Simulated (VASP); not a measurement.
A run of VASP 6.6.1:

File INCAR:

```
PREC = Accurate ; ENCUT = 600
EDIFF = 1E-6 ; ISMEAR = -1
SIGMA = 0.05 ; LREAL = False
LASPH = True ; NELM = 60
ALGO = Normal ; ISIF = 3
LWAVE = False ; LCHARG = False
GGA = PE ; IBRION = 2
NSW = 100 ; EDIFFG = -0.005
```

File KPOINTS:

```
regular mesh
0
Gamma
  9 9 9
```

File POSCAR:

```
Sn
1.0
    0.0000000000      3.2195088072      3.2195088072
    3.2195088072      0.0000000000      3.2195088072
    3.2195088072      3.2195088072      0.0000000000
Sn
2
Direct
    0.0000000000      0.0000000000      0.0000000000
    0.2500000000      0.2500000000      0.2500000000
```

Potentials or basis: VASP PAW PBE potentials, release 64 (Sn_d).

Command:

```console
$ cat potpaw_PBE.64/Sn_d/POTCAR > POTCAR
$ mpirun -np 1 vasp_std > vasp.out
```

Hardware: 1 thread of Intel(R) Xeon(R) 6975P-C (Granite Rapids) (shared host).

Task: How long does it take, and how much memory?

Result: Wall time 53 s on 1 thread of Intel(R) Xeon(R) 6975P-C (Granite Rapids), with other jobs on the host, peak memory 0.23 GiB. Counts: scf iterations 29, k points 35, ion steps 3.
